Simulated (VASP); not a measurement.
## BaTiO3: relaxation of cell and atoms with PBE

BaTiO3:

```xyz
5
Lattice="4.0060 0.0000 0.0000 0.0000 4.0060 0.0000 0.0000 0.0000 4.0060" Properties=species:S:1:pos:R:3 pbc="T T T"
Ba    2.0030    2.0030    2.0030
Ti    0.0000    0.0000    0.0000
O     2.0030    0.0000    0.0000
O     0.0000    0.0000    2.0030
O     0.0000    2.0030    0.0000
```

```yaml
Program: VASP 6.6.1
Task: relaxation of cell and atoms
Functional: PBE
Potentials_or_basis: VASP PAW PBE potentials, release 64 (Ba_sv, Ti_sv, O)
Cutoff: 600 eV
k_mesh: 6 × 6 × 6
Occupations: gaussian, width 0.01 eV
Spin: no spin polarisation
Target_pressure: 2 GPa
Dipole_correction: no
Further_INCAR_settings: ALGO = Normal; EDIFF = 1e-07; IBRION = 2; EDIFFG = -0.02; NSW = 80; ISIF = 3
```

The relaxed volume is 12.95 Å³/atom, the relaxed cell is a = 4.016 Å, b = 4.016 Å, c = 4.016 Å, α = 90.00°, β = 90.00°, γ = 90.00° and the space group after relaxing (to 0.1 Å) is Pm-3m (No. 221). The energy change on relaxing (the run minimises the enthalpy) is -1.5 meV/atom, the ionic steps are 3 and the pressure after relaxing is 2.0 GPa. The band gap on the k mesh is 1.73 eV (least direct gap 1.88 eV).

Step by step:
```tsv
step	energy change (eV)	largest force (eV/Å)	pressure (GPa)	volume (Å³)
1	0.0000	0.0000	3.27	64.29
2	-0.0118	0.0000	0.75	65.24
3	-0.0077	0.0000	2.00	64.76
```

Final structure:
```yaml
crystal:
  lattice:
    - [4.01568, 0.00000, 0.00000]
    - [0.00000, 4.01568, 0.00000]
    - [0.00000, 0.00000, 4.01568]
  atoms:
    - { symbol: Ba, position: [0.50000, 0.50000, 0.50000] }
    - { symbol: Ti, position: [0.00000, 0.00000, 0.00000] }
    - { symbol: O, position: [0.50000, 0.00000, 0.00000] }
    - { symbol: O, position: [0.00000, 0.00000, 0.50000] }
    - { symbol: O, position: [0.00000, 0.50000, 0.00000] }
```

Levels at points of the mesh, in eV from the valence-band top:
```tsv
k point	band 17	band 18	band 19	band 20	band 21	band 22	band 23	band 24
(0.00, 0.00, 0.00)	-1.08	-0.16	-0.16	-0.16	1.73	1.73	1.73	3.83
(0.50, 0.00, 0.00)	-1.82	-1.82	-0.71	-0.71	1.88	3.44	3.44	3.84
(0.50, 0.50, 0.00)	-1.72	-0.88	-0.88	-0.09	3.44	3.44	3.85	4.67
(0.50, 0.50, 0.50)	-2.41	0.00	0.00	0.00	4.10	4.10	4.10	6.68
```

It took 100 s on 1 thread of Intel Xeon 8259CL, with other jobs on the host, peak memory 0.22 GiB.

Caveat: the cell is relaxed towards a set pressure, so the run minimises the enthalpy, not the energy; spin-orbit coupling is left out, which moves the levels of the heavy elements. A k mesh can miss the band edges.
